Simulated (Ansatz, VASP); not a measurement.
# One calculation of SnO, two programs

```xyz
4
Lattice="3.3550 0.0000 0.0000 0.0000 5.6741 0.0000 0.0000 0.0000 4.2220" Properties=species:S:1:pos:R:3 pbc="T T T"
Sn   -0.0155    1.1648    2.0863
Sn    1.6665    4.2674   -0.0418
O    -0.0071    4.9860    3.0875
O     1.6641    0.4186    1.0031
```

Alike in both runs: task single point; functional LDA; k mesh 4 × 3 × 3; no spin polarisation.

```csv
,VASP,Ansatz
version,VASP 6.6.1,Ansatz 0.2.0
potentials or method,"VASP PAW LDA potentials, release 64 (Sn_d, O)","plane waves, PAW"
plane-wave cutoff (eV),520,420
occupations,"gaussian, width 0.01 eV",fixed
valence electrons in the cell,40,40
```

VASP gave:

| Property | Result |
| --- | --- |
| rms of the force components (eV/Å) | 0.060 |

Question: Estimate Ansatz's values.

Answer: rms of the force components (eV/Å): 0.062.

LDA's correlation is that of Perdew and Zunger in VASP and of Perdew and Wang (1992) in Ansatz. Atom by atom the forces differ by 0.047 eV/Å (rms over components).

The k mesh is coarse, so the values compare programs but aren't converged.
